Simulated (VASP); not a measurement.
# CoO (Fm-3m) in VASP: a series of runs

CoO is run at these levels: PBE, LDA; tasks: single point.

Everything below comes from runs of VASP 6.6.1. Logs are shortened: lines on timing, memory, paths and dates and some standing lists are left out, and cuts for length are marked.

## 1. The cell of the first run

Symmetry: Fm-3m, No. 225, cubic system. The conventional cell has a = 4.319 Å, b = 4.319 Å, c = 4.319 Å, α = 90.00°, β = 90.00°, γ = 90.00°. Within 2.9 Å of Co (site symmetry m-3m) lie 6 O at 2.16 Å. O (site symmetry m-3m) has 6 Co at 2.16 Å within 2.9 Å.

## 2. Single point, PBE, collinear spin, ferromagnetic start

INCAR

```
  PREC = Accurate
  ENCUT = 700
  EDIFF = 1E-6
  ISMEAR = -1
  SIGMA = 0.05
  LREAL = F
  LASPH = T
  NELM = 200
  ALGO = Normal
  ISIF = 2
  LWAVE = F
  LCHARG = T
  ISPIN = 2
  MAGMOM = 2 0
  LORBIT = 11
  LMAXMIX = 4
  GGA = PE
  LELF = T
  LVHAR = T
  NBANDS = 22
  GGA_COMPAT = F
```

KPOINTS

```
regular mesh
0
Gamma
  11 11 11
```

POSCAR

```
CoO
1.0
    0.0000000000      2.1595492692      2.1595492692
    2.1595492692      0.0000000000      2.1595492692
    2.1595492692      2.1595492692      0.0000000000
Co O
1 1
Direct
    0.0000000000      0.0000000000      0.0000000000
    0.5000000000      0.5000000000      0.5000000000
```

Potentials or basis: VASP PAW PBE potentials, release 64 (Co_sv, O).

Launch:

```
> cat potpaw_PBE.64/Co_sv/POTCAR potpaw_PBE.64/O/POTCAR > POTCAR
> mpirun -np 1 vasp_std > vasp.out
```

OUTCAR:

```text
PREC = Accurate
   ENCUT = 700
   EDIFF = 1E-6
   ISMEAR = -1
   LREAL = F
   LASPH = T
   NELM = 200
   ISIF = 2
   ISPIN = 2
   LORBIT = 11
   GGA = PE

 ion  position               nearest neighbor table
   1  0.000  0.000  0.000-   2 2.16   2 2.16   2 2.16   2 2.16   2 2.16   2 2.16
   2  0.500  0.500  0.500-   1 2.16   1 2.16   1 2.16   1 2.16   1 2.16   1 2.16

  LATTYP: Found a face centered cubic cell.
 ALAT       =     4.3190985384

  Lattice vectors:

 A1 = (   0.0000000000,   2.1595492692,   2.1595492692)
 A2 = (   2.1595492692,   0.0000000000,   2.1595492692)
 A3 = (   2.1595492692,   2.1595492692,   0.0000000000)

Analysis of symmetry for initial positions (statically):
=====================================================================
 Subroutine PRICEL returns:
 Original cell was already a primitive cell.

 Routine SETGRP: Setting up the symmetry group for a
 face centered cubic supercell.

 Subroutine GETGRP returns: Found 48 space group operations
 (whereof 48 operations were pure point group operations)
 out of a pool of 48 trial point group operations.

The static configuration has the point symmetry O_h .

Analysis of symmetry for dynamics (positions and initial velocities):
=====================================================================
 Subroutine PRICEL returns:
 Original cell was already a primitive cell.

 Routine SETGRP: Setting up the symmetry group for a
 face centered cubic supercell.

 Subroutine GETGRP returns: Found 48 space group operations
 (whereof 48 operations were pure point group operations)
 out of a pool of 48 trial point group operations.

The dynamic configuration has the point symmetry O_h .

Analysis of structural, dynamic, and magnetic symmetry:
=====================================================================
 Subroutine PRICEL returns:
 Original cell was already a primitive cell.

 Routine SETGRP: Setting up the symmetry group for a
 face centered cubic supercell.

 Subroutine GETGRP returns: Found 48 space group operations
 (whereof 48 operations were pure point group operations)
 out of a pool of 48 trial point group operations.

The overall configuration has the point symmetry O_h .

 Subroutine INISYM returns: Found 48 space group operations
 (whereof 48 operations are pure point group operations),
 and found     1 'primitive' translations

----------------------------------------------------------------------------------------

                                     Primitive cell

  volume of cell :      20.1428
[... 111 lines left out ...]
  Fermi-wavevector in a.u.,A,eV,Ry     =   1.711109  3.233527 39.836414  2.927894
  Thomas-Fermi vector in A             =   2.789284
   LORBIT       =     11    0 simple, 1 ext, 2 COOP (PROOUT), +10 PAW based schemes
   GGA     = PE    functional components
   LHFCALC =     F    Hartree Fock is set to
   AEXX    =    0.0000 exact exchange contribution
   IVDW    =     0    specifies the selected vdW correction
   LEPSILON=     F    determine dielectric tensor
   LRPA    =     F    only Hartree local field effects (RPA)
 spin polarized calculation
  energy-cutoff  :      700.00
  volume of cell :       20.14
 maximum number of plane-waves:       875
   NGX = 13   NGY = 13   NGZ = 13

 number of electron      23.0000012 magnetization       2.9786204

 Free energy of the ion-electron system (eV)
  ---------------------------------------------------
  ext. energy  EPLUGINS =         0.00000000
  ---------------------------------------------------
  free energy    TOTEN  =       -13.12125558 eV

  energy without entropy =      -13.08700354  energy(sigma->0) =      -13.10412956

 E-fermi :   8.3138     XC(G=0): -12.4452

 val. band max:        8.3113721962   @ k =   0.3636   0.2727   0.0909
 cond. band min:       8.3275102826   @ k =  -0.1818   0.2727   0.0909
 fundamental gap:      0.0161380864
 Fermi energy:         8.3137887953

 spin component 1

 k-point     1 :       0.0000    0.0000    0.0000
  band No.  band energies     occupation
      1     -88.6123      1.00000
      2     -51.8606      1.00000
      3     -51.8606      1.00000
      4     -51.8606      1.00000
      5     -11.5548      1.00000
      6       5.0392      1.00000
[... 589 lines left out ...]
     21      35.2880      0.00000
     22      37.1003      0.00000

 [... further k-points ...]

 spin component 2

 k-point     1 :       0.0000    0.0000    0.0000
  band No.  band energies     occupation
      1     -85.5052      1.00000
      2     -48.8270      1.00000
      3     -48.8269      1.00000
      4     -48.8269      1.00000
      5     -11.0391      1.00000
      6       5.8900      1.00000
[... 589 lines left out ...]
     21      35.8900      0.00000
     22      37.6518      0.00000

 [... further k-points ...]

------------------------ aborting loop because EDIFF is reached ----------------------------------------

  FORCE on cell =-STRESS in cart. coord.  units (eV):
  Direction    XX          YY          ZZ          XY          YZ          ZX
  --------------------------------------------------------------------------------------
  -------------------------------------------------------------------------------------
  Total       -1.1231924     -1.1231924     -1.1231924      0.0000000      0.0000000     -0.0000000
  in kB      -89.3398836    -89.3398836    -89.3398836      0.0000000      0.0000000     -0.0000000
  external PRESSURE =     -89.3398836 kB  Pullay stress =       0.0000000 kB

 VOLUME and BASIS-vectors are now :
 -----------------------------------------------------------------------------
  energy-cutoff  :      700.00
  volume of cell :       20.14
      direct lattice vectors                 reciprocal lattice vectors
     0.000000000  2.159549269  2.159549269    -0.231529795  0.231529795  0.231529795
     2.159549269  0.000000000  2.159549269     0.231529795 -0.231529795  0.231529795
     2.159549269  2.159549269  0.000000000     0.231529795  0.231529795 -0.231529795

 POSITION                                       TOTAL-FORCE (eV/Angst)
 -----------------------------------------------------------------------------------
      0.00000      0.00000      0.00000         0.000000      0.000000      0.000000
      2.15955      2.15955      2.15955         0.000000      0.000000     -0.000000
 -----------------------------------------------------------------------------------
    total drift:                                0.000000      0.000000      0.000000

  FREE ENERGIE OF THE ION-ELECTRON SYSTEM (eV)
  ---------------------------------------------------
  free  energy   TOTEN  =       -13.1212555789 eV

  energy  without entropy=      -13.0870035423  energy(sigma->0) =      -13.10412956

 total charge

# of ion       s       p       d       tot
------------------------------------------
    1        2.137   6.056   6.655  14.848
    2        1.551   3.411   0.000   4.962
--------------------------------------------------
tot          3.688   9.467   6.655  19.810

 magnetization (x)

# of ion       s       p       d       tot
------------------------------------------
    1        0.013   0.010   2.537   2.560
    2        0.027   0.280   0.000   0.307
--------------------------------------------------
tot          0.041   0.289   2.537   2.868
```

stdout:

```text
POSCAR found type information on POSCAR CoO
 POSCAR found :  2 types and       2 ions
 scaLAPACK will be used
 LDA part: xc-table for (Slater+PW92), standard interpolation
 POSCAR, INCAR and KPOINTS ok, starting setup
 FFT: planning ... GRIDC
 FFT: planning ... GRID_SOFT
 FFT: planning ... GRID
 WAVECAR not read
 entering main loop
```

Wall time 43 s (1 thread of Intel Xeon 6975P-C (Granite Rapids), shared host); peak memory 0.2 GiB.

What came out:

```yaml
Free_energy: -13.1213 eV
Pressure: -8.9 GPa
Band_gap_on_the_k_mesh: zero (filled and empty bands overlap)
Net_moment: 2.98 μB per cell
Site_moments: Co +2.56; O +0.31 μB
Valence_electrons_inside_the_program's_atomic_spheres: Co 14.85; O 4.96
```

Levels at points of the mesh, in eV from the Fermi level:
Spin up:
| k point | band 9 | band 10 | band 11 | band 12 | band 13 | band 14 | band 15 | band 16 | band 17 | band 18 |
| --- | --- | --- | --- | --- | --- | --- | --- | --- | --- | --- |
| (0.00, 0.00, 0.00) | -3.04 | -3.04 | -2.99 | -2.99 | -2.99 | 0.72 | 16.63 | 17.71 | 17.71 | 17.71 |
Spin down:
| k point | band 7 | band 8 | band 9 | band 10 | band 11 | band 12 | band 13 | band 14 |
| --- | --- | --- | --- | --- | --- | --- | --- | --- |
| (0.00, 0.00, 0.00) | -2.42 | -2.42 | -1.02 | -1.02 | -1.02 | 0.15 | 0.15 | 1.27 |

Caveat: the cell stands under tension; a cell with one magnetic atom can't hold antiferromagnetic order, which such compounds often take; semilocal functionals often make such compounds metallic where correlation or magnetic order opens a gap, which also shifts bond lengths. With open d or f shells a metallic result of PBE can be an artefact of self-interaction; +U or a hybrid may open a gap.

## 3. Single point, PBE, collinear spin, ferromagnetic start

This run uses another cell than the first one, of 9.68 Å³/atom.

INCAR

```
SYSTEM = CoO
PREC = Accurate
ENCUT = 1340
EDIFF = 1E-6
ISMEAR = -1
SIGMA = 0.05
LREAL = .FALSE.
LASPH = .TRUE.
NELM = 200
ALGO = Normal
ISIF = 2
LWAVE = .FALSE.
LCHARG = .FALSE.
ISPIN = 2
MAGMOM = 3.5 0
LORBIT = 11
LMAXMIX = 4
GGA = PE
NBANDS = 22
GGA_COMPAT = .FALSE.
```

KPOINTS

```
Automatic mesh
0
G
  11 11 11
  0 0 0
```

POSCAR

```
CoO
1.0
    0.0000000000      2.1315000000      2.1315000000
    2.1315000000      0.0000000000      2.1315000000
    2.1315000000      2.1315000000      0.0000000000
Co O
1 1
Direct
    0.0000000000      0.0000000000      0.0000000000
    0.5000000000      0.5000000000      0.5000000000
```

Potentials or basis: VASP PAW PBE potentials, release 64 (Co_sv, O_h).

Launch:

```
> cat potpaw_PBE.64/Co_sv/POTCAR potpaw_PBE.64/O_h/POTCAR > POTCAR
> mpirun -np 1 vasp_std > vasp.out
```

Wall time 3.3 min (1 thread of AMD EPYC 7R13 (Zen 3), shared host); peak memory 0.31 GiB.

The run converged. Its results:

```yaml
Free_energy: -13.1500 eV
Pressure: -2.9 GPa
Net_moment: 2.92 μB per cell
Site_moments: Co +2.52; O +0.23 μB
Valence_electrons_inside_the_program's_atomic_spheres: Co 14.87; O 3.34
```

Levels at points of the mesh, in eV from the Fermi level:
Spin up:
```tsv
k point	band 10	band 11	band 12	band 13	band 14	band 15	band 16	band 17
(0.00, 0.00, 0.00)	-3.16	-3.08	-3.08	-3.08	0.91	16.75	18.01	18.01
```
Spin down:
```csv
k point,band 7,band 8,band 9,band 10,band 11,band 12,band 13,band 14
"(0.00, 0.00, 0.00)",-2.61,-2.61,-1.10,-1.10,-1.10,0.09,0.09,1.45
```

Caveat: a cell with one magnetic atom can't hold antiferromagnetic order, which such compounds often take; semilocal functionals often make such compounds metallic where correlation or magnetic order opens a gap, which also shifts bond lengths. With open d or f shells a metallic result of PBE can be an artefact of self-interaction; +U or a hybrid may open a gap.

(Part 1 of 2 ends here.)
